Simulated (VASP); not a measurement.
Crystal: BN.

```
B N
1.0
     0.01851    1.74583    1.74583
     1.74583    0.01851    1.74583
     1.76433    1.76433    0.00000
B N
1 1
Direct
  0.00000 0.00000 0.00000
  0.50000 0.50000 0.50000
```

This cell differs from its parent crystal: shear xy strain +2.1%.

Base run:

```yaml
Program: VASP 6.6.1
Functional: r2SCAN
Potentials_or_basis: VASP PAW PBE potentials, release 64 (B, N)
Cutoff: 660 eV
k_mesh: 12 × 12 × 12
Occupations: gaussian, width 0.01 eV
Spin: no spin polarisation
```

Its results: band gap on the k mesh 1.12 eV (least direct gap 6.31 eV); pressure 0.6 GPa.

Problem. The run is repeated on the same cell with these changes: functional from r2SCAN to HSE06; cutoff from 660 eV to 520 eV; k mesh from 12 × 12 × 12 to 8 × 8 × 8. What comes out?

Solution. Band gap on the k mesh 2.12 eV (least direct gap 7.04 eV); pressure -8.0 GPa.

Several settings changed at once.

Caveats: the PAW data sets were made with another functional, which shifts forces and pressure a little; the cell stands under tension (at least some runs).

A k mesh can miss the band edges.
